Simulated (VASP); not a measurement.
# TiAl3 (Cm) in VASP: single point with PBE

Aim: the single point of TiAl3 with PBE.

Everything below comes from runs of VASP 6.6.1. Logs are shortened: lines on timing, memory, paths and dates and some standing lists are left out, and cuts for length are marked.

## Step 1: The cell of the first run

The structure is monoclinic, space group Cm (No. 8). The conventional cell has a = 9.441 Å, b = 3.845 Å, c = 3.845 Å, α = 90.00°, β = 114.03°, γ = 90.00°. Ti (site symmetry m) has 12 Al at 2.72 to 3.02 Å within 3.6 Å. Within 3.6 Å of Al (site symmetry m) lie 8 Al at 2.72 to 3.06 Å and 4 Ti at 2.72 Å. Al (site symmetry m) has 8 Al at 2.72 to 3.06 Å and 4 Ti at 2.83 to 3.02 Å within 3.6 Å. Within 3.6 Å of Al (site symmetry m) lie 8 Al at 2.72 to 2.97 Å and 4 Ti at 2.75 to 2.95 Å.

## Step 2: Single point, PBE (atoms displaced along several vibrational modes)

Input file INCAR:

```
SYSTEM = TiAl3
PREC     = Accurate       ! precision mode
ENCUT    = 520            ! plane-wave cutoff, eV
EDIFF    = 1E-6           ! SCF threshold, eV
ISMEAR   = 0              ! smearing method
SIGMA    = 0.15           ! smearing width, eV
LREAL    = .False.        ! projectors in reciprocal space
LASPH    = .True.         ! aspherical terms in the spheres
NELM     = 80             ! most SCF steps
ALGO     = Fast           ! electronic algorithm
ISIF     = 2              ! what is computed and relaxed
LWAVE    = .False.        ! write WAVECAR
LCHARG   = .False.        ! write CHGCAR
GGA      = PE             ! functional
NBANDS   = 18             ! bands
```

Input file KPOINTS:

```
Automatic mesh
0
Gamma
  14 14 14
  0 0 0
```

Input file POSCAR:

```
TiAl3
1.0
   -1.9225789803      1.9225789803      4.3111351100
    1.9225789803     -1.9225789803      4.3111351100
    1.9225789803      1.9225789803     -4.3111351100
Ti Al
1 3
Direct
    0.0060467121     -0.0099379840     -0.0159846962
    0.4888660414      0.4730124819     -0.0158535595
    0.7502033495      0.2723090733      0.5221057238
    0.2502033495      0.7723090733      0.5221057238
```

Potentials or basis: VASP PAW PBE potentials, release 64 (Ti_sv, Al).

The run is started by

```bash
> cat potpaw_PBE.64/Ti_sv/POTCAR potpaw_PBE.64/Al/POTCAR > POTCAR
> mpirun -np 1 vasp_std > vasp.out
```

OUTCAR:

```text
SYSTEM = TiAl3
   PREC = Accurate
   ENCUT = 520
   EDIFF = 1E-6
   ISMEAR = 0
   LREAL = .False.
   LASPH = .True.
   NELM = 80
   ISIF = 2
   GGA = PE

 ion  position               nearest neighbor table
   1  0.006  0.990  0.984-   2 2.72   2 2.72   2 2.72   2 2.72   4 2.75   3 2.83   3 2.85   3 2.85
                             4 2.93   4 2.93   4 2.95   3 3.02
   2  0.489  0.473  0.984-   4 2.72   1 2.72   1 2.72   1 2.72   1 2.72   3 2.82   3 2.82   3 2.87
                             4 2.92   4 2.97   4 2.97   3 3.06
   3  0.750  0.272  0.522-   4 2.72   4 2.72   4 2.72   4 2.72   2 2.82   2 2.82   1 2.83   1 2.85
                             1 2.85   2 2.87   1 3.02   2 3.06
   4  0.250  0.772  0.522-   2 2.72   3 2.72   3 2.72   3 2.72   3 2.72   1 2.75   2 2.92   1 2.93
                             1 2.93   1 2.95   2 2.97   2 2.97

  LATTYP: Found a body centered tetragonal cell.
 ALAT       =     3.8451579606
 C/A-ratio  =     2.2423708748

  Lattice vectors:

 A1 = (  -1.9225789803,   1.9225789803,   4.3111351100)
 A2 = (   1.9225789803,  -1.9225789803,   4.3111351100)
 A3 = (   1.9225789803,   1.9225789803,  -4.3111351100)

Analysis of symmetry for initial positions (statically):
=====================================================================
 Subroutine PRICEL returns:
 Original cell was already a primitive cell.

 Routine SETGRP: Setting up the symmetry group for a
 body centered tetragonal supercell.

 Subroutine GETGRP returns: Found  2 space group operations
 (whereof  2 operations were pure point group operations)
 out of a pool of 16 trial point group operations.

The static configuration has the point symmetry C_1h.

Analysis of symmetry for dynamics (positions and initial velocities):
=====================================================================
 Subroutine PRICEL returns:
 Original cell was already a primitive cell.

 Routine SETGRP: Setting up the symmetry group for a
 body centered tetragonal supercell.

 Subroutine GETGRP returns: Found  2 space group operations
 (whereof  2 operations were pure point group operations)
 out of a pool of 16 trial point group operations.

The dynamic configuration has the point symmetry C_1h.

 Subroutine INISYM returns: Found  2 space group operations
 (whereof  2 operations are pure point group operations),
 and found     1 'primitive' translations

----------------------------------------------------------------------------------------

                                     Primitive cell

  volume of cell :      63.7412

  direct lattice vectors                    reciprocal lattice vectors
    -1.922578980  1.922578980  4.311135110     0.000000000  0.260067339  0.115978736
     1.922578980 -1.922578980  4.311135110     0.260067339  0.000000000  0.115978736
     1.922578980  1.922578980 -4.311135110     0.260067339  0.260067339  0.000000000

  length of vectors
     5.096911399  5.096911399  5.096911399     0.284756191  0.284756191  0.367790758

  position of ions in fractional coordinates (direct lattice)
     0.006046712  0.990062016  0.984015304
     0.488866041  0.473012482  0.984146440
     0.750203349  0.272309073  0.522105724
     0.250203349  0.772309073  0.522105724

  ion indices of the primitive-cell ions
   primitive index   ion index
                 1           1
                 2           2
                 3           3
                 4           4

----------------------------------------------------------------------------------------

 KPOINTS: Automatic mesh

Automatic generation of k-mesh.
 Grid dimensions read from file:
 generate k-points for:   14   14   14

 Generating k-lattice:

  Cartesian coordinates                     Fractional coordinates (reciprocal lattice)
     0.000000000  0.018576239  0.008284195     0.071428571  0.000000000  0.000000000
     0.018576239  0.000000000  0.008284195     0.000000000  0.071428571  0.000000000
     0.018576239  0.018576239  0.000000000     0.000000000  0.000000000  0.071428571

  Length of vectors
     0.020339728  0.020339728  0.026270768

  Shift w.r.t. Gamma in fractional coordinates (k-lattice)
     0.000000000  0.000000000  0.000000000

 Subroutine IBZKPT returns following result:
 ===========================================

 Found    744 irreducible k-points:

 Following reciprocal coordinates:
            Coordinates               Weight
  0.000000  0.000000  0.000000      1.000000
  0.071429  0.000000  0.000000      4.000000
  0.000000  0.071429  0.000000      2.000000
  0.071429  0.000000 -0.071429      2.000000
  0.142857  0.000000 -0.000000      4.000000
  0.000000  0.142857 -0.000000      2.000000
[... 16 lines left out ...]
  0.071429  0.071429 -0.000000      4.000000
  0.071429  0.071429 -0.142857      4.000000
 [... further k-points ...]
   k-points           NKPTS =    744   k-points in BZ     NKDIM =    744   number of bands    NBANDS=     18
   number of dos      NEDOS =    301   number of ions     NIONS =      4
   total plane-waves  NPLWV =  64000
   dimension x,y,z NGX =    40 NGY =   40 NGZ =   40
   dimension x,y,z NGXF=    80 NGYF=   80 NGZF=   80
   ions per type =               1   3
   NGX,Y,Z   is equivalent  to a cutoff of  13.05, 13.05, 13.05 a.u.
   NGXF,Y,Z  is equivalent  to a cutoff of  26.09, 26.09, 26.09 a.u.
 SYSTEM =  TiAl3
   PREC   = accura    normal or accurate (medium, high low for compatibility)
   ISTART =      0    job   : 0-new  1-cont  2-samecut
   ICHARG =      2    charge: 1-file 2-atom 10-const
   ISPIN  =      1    spin polarized calculation?
   LNONCOLLINEAR =      F non collinear calculations
   LSORBIT =      F    spin-orbit coupling
   LASPH  =      T    aspherical Exc in radial PAW
   ENCUT  =  520.0 eV  38.22 Ry    6.18 a.u.   9.48  9.48  9.48*2*pi/ulx,y,z
   NELM   =     80;   NELMIN=  2; NELMDL= -5     # of ELM steps
   EDIFF  = 0.1E-05   stopping-criterion for ELM
   LREAL  =      F    real-space projection
   EDIFFG = 0.1E-04   stopping-criterion for IOM
   NSW    =      0    number of steps for IOM
   IBRION =     -1    ionic relax: 0-MD 1-quasi-New 2-CG
   NFREE  =      0    steps in history (QN), initial steepest desc. (CG)
   ISIF   =      2    stress and relaxation
   ISYM   =      2    0-nonsym 1-usesym 2-fastsym
   POTIM  = 0.5000    time-step for ionic-motion
   TEBEG  =    0.0;   TEEND  =   0.0 temperature during run
   PSTRESS=    0.0 pullay stress
   NELECT =      21.0000    total number of electrons
   NUPDOWN=      -1.0000    fix difference up-down
   EMIN   =  10.00;   EMAX   =-10.00  energy-range for DOS
   EFERMI =   0.00;   METHOD = LEGACY
   ISMEAR =     0;   SIGMA  =   0.15  broadening in eV -4-tet -1-fermi 0-gaus
   EFERMI_NEDOS =   21; number of points for ismear=-14 and -15
   IALGO  =     68    algorithm
   IMIX   =      4    mixing-type and parameters
     AMIX     =   0.40;   BMIX     =  1.00
     AMIX_MAG =   1.60;   BMIX_MAG =  1.00
  volume/ion in A,a.u.               =      15.94       107.54
  Fermi-wavevector in a.u.,A,eV,Ry     =   1.130684  2.136683 17.394319  1.278446
  Thomas-Fermi vector in A             =   2.267381
   LORBIT       =      0    0 simple, 1 ext, 2 COOP (PROOUT), +10 PAW based schemes
   GGA     = PE    functional components
   LHFCALC =     F    Hartree Fock is set to
   AEXX    =    0.0000 exact exchange contribution
   IVDW    =     0    specifies the selected vdW correction
   LEPSILON=     F    determine dielectric tensor
   LRPA    =     F    only Hartree local field effects (RPA)
 non-spin polarized calculation
 RMM-DIIS sequential band-by-band and
 Gauss-broadening in eV      SIGMA  =   0.15
  energy-cutoff  :      520.00
  volume of cell :       63.74
 maximum number of plane-waves:      1746
 NGX is ok and might be reduce to    40
   NGX = 19   NGY = 19   NGZ = 19

 number of electron      21.0000002 magnetization

 Free energy of the ion-electron system (eV)
  ---------------------------------------------------
  ext. energy  EPLUGINS =         0.00000000
  ---------------------------------------------------
  free energy    TOTEN  =       -20.58279176 eV

  energy without entropy =      -20.56290759  energy(sigma->0) =      -20.57284967

 E-fermi :   8.1717     XC(G=0): -10.7155

 val. band max:        8.1712495119   @ k =  -0.1429   0.2857   0.1429
 cond. band min:       8.1719764308   @ k =   0.2857  -0.1429  -0.2857
 fundamental gap:      0.0007269190
 Fermi energy:         8.1717338777

 k-point     1 :       0.0000    0.0000    0.0000
  band No.  band energies     occupation
      1     -48.3294      2.00000
      2     -24.6428      2.00000
      3     -24.6409      2.00000
      4     -24.5651      2.00000
      5      -1.8666      2.00000
      6       5.2978      2.00000
[... 10 lines left out ...]
     17      11.9043      0.00000
     18      12.0165      0.00000

 k-point     2 :       0.0714    0.0000    0.0000
  band No.  band energies     occupation
      1     -48.3293      2.00000
      2     -24.6427      2.00000
      3     -24.6421      2.00000
      4     -24.5651      2.00000
      5      -1.8037      2.00000
      6       5.0028      2.00000
[... 10 lines left out ...]
     17      12.0385      0.00000
     18      12.2833      0.00000

 k-point     3 :       0.0000    0.0714    0.0000
  band No.  band energies     occupation
      1     -48.3293      2.00000
      2     -24.6440      2.00000
      3     -24.6408      2.00000
      4     -24.5651      2.00000
      5      -1.8037      2.00000
      6       5.0026      2.00000
[... 10 lines left out ...]
     17      11.9216      0.00000
     18      12.3655      0.00000

 k-point     4 :       0.0714    0.0000   -0.0714
  band No.  band energies     occupation
      1     -48.3293      2.00000
      2     -24.6440      2.00000
      3     -24.6408      2.00000
      4     -24.5651      2.00000
      5      -1.8037      2.00000
      6       5.0026      2.00000
[... 375 lines left out ...]
      4     -24.5639      2.00000
      5       0.8486      2.00000
      6       1.2536      2.00000
[... 10 lines left out ...]
     17      12.5972      0.00000
     18      13.6653      0.00000

 k-point    23 :       0.0714    0.0714   -0.0000
  band No.  band energies     occupation
      1     -48.3293      2.00000
      2     -24.6440      2.00000
      3     -24.6420      2.00000
      4     -24.5651      2.00000
      5      -1.7206      2.00000
      6       4.6132      2.00000
[... 10 lines left out ...]
     17      12.2423      0.00000
     18      12.5033      0.00000

 k-point    24 :       0.0714    0.0714   -0.1429
  band No.  band energies     occupation
      1     -48.3293      2.00000
      2     -24.6440      2.00000
      3     -24.6420      2.00000
      4     -24.5651      2.00000
      5      -1.7205      2.00000
      6       4.6130      2.00000
[... 10 lines left out ...]
     17      12.2345      0.00000
     18      12.5098      0.00000

 [... further k-points ...]
[... 5 lines left out ...]
  --------------------------------------------------------------------------------------
  -------------------------------------------------------------------------------------
  Total        0.2600966      0.0544469      0.3932051      0.0000000      0.0000000      0.0656561
  in kB        6.5377040      1.3685607      9.8834763      0.0000000      0.0000000      1.6503098
  external PRESSURE =       5.9299137 kB  Pullay stress =       0.0000000 kB

 VOLUME and BASIS-vectors are now :
 -----------------------------------------------------------------------------
  energy-cutoff  :      520.00
  volume of cell :       63.74
      direct lattice vectors                 reciprocal lattice vectors
    -1.922578980  1.922578980  4.311135110     0.000000000  0.260067339  0.115978736
     1.922578980 -1.922578980  4.311135110     0.260067339  0.000000000  0.115978736
     1.922578980  1.922578980 -4.311135110     0.260067339  0.260067339  0.000000000

 POSITION                                       TOTAL-FORCE (eV/Angst)
 -----------------------------------------------------------------------------------
      3.78369     -0.00000      0.05214         0.529647     -0.000000     -0.365283
      1.86162      1.92258     -0.09600         0.310213     -0.000000      0.390565
      0.08500      1.92258      2.15732        -0.321045     -0.000000     -0.017862
      2.00758     -0.00000      2.15732        -0.518816      0.000000     -0.007420
 -----------------------------------------------------------------------------------
    total drift:                                0.000056      0.000000     -0.000013

  FREE ENERGIE OF THE ION-ELECTRON SYSTEM (eV)
  ---------------------------------------------------
  free  energy   TOTEN  =       -20.5827917629 eV

  energy  without entropy=      -20.5629075870  energy(sigma->0) =      -20.57284967
```

Run time: 67 min. Hardware: 1 thread of Intel Xeon 6975P-C (Granite Rapids), shared host; peak memory 0.89 GiB.

Results:

* Free energy: -20.5828 eV
* Pressure: 0.6 GPa
* Largest force: 0.643 eV/Å
* Band gap on the k mesh: zero (an odd number of electrons rules out a gap without spin polarisation)

Forces on the atoms (eV/Å):
```
Ti   0.530  0.000 -0.365
Al   0.310  0.000  0.391
Al  -0.321  0.000 -0.018
Al  -0.519  0.000 -0.007
```

Stress tensor (GPa, compression positive):
```
0.65 0.00 0.17
0.00 0.14 0.00
0.17 0.00 0.99
```

Caveat: the cell differs from its parent crystal (atoms displaced along several vibrational modes).
